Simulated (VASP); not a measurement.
Here is a VASP 6.6.1 calculation.

File INCAR:

```
ALGO = Normal ; DIPOL = 0.5 0.5 0.500
EDIFF = 1E-6 ; ENCUT = 520
IDIPOL = 3 ; ISIF = 2
ISMEAR = -1 ; LASPH = T
LCHARG = F ; LDIPOL = T
LREAL = F ; LWAVE = F
NBANDS = 7 ; NELM = 100
PREC = Accurate ; SIGMA = 0.1
```

The input KPOINTS:

```
k-points
0
Gamma
  13 13 1
```

POSCAR

```
Mg
1.0
    3.1367078615      0.0000000000      0.0000000000
   -1.5683539307      2.7164686923      0.0000000000
    0.0000000000      0.0000000000     16.0000000000
Mg
1
Direct
    0.0000000000      0.0000000000      0.5000000000
```

Potentials or basis: VASP PAW LDA potentials, release 64 (Mg).

The run is started by

```bash
$ cat potpaw_LDA.64/Mg/POTCAR > POTCAR
$ mpirun -np 1 vasp_std > vasp.out
```

(1) Predict the band gap on the k mesh.

## Answers

(1) zero (bands 1 and 2 overlap by 1.04 eV).
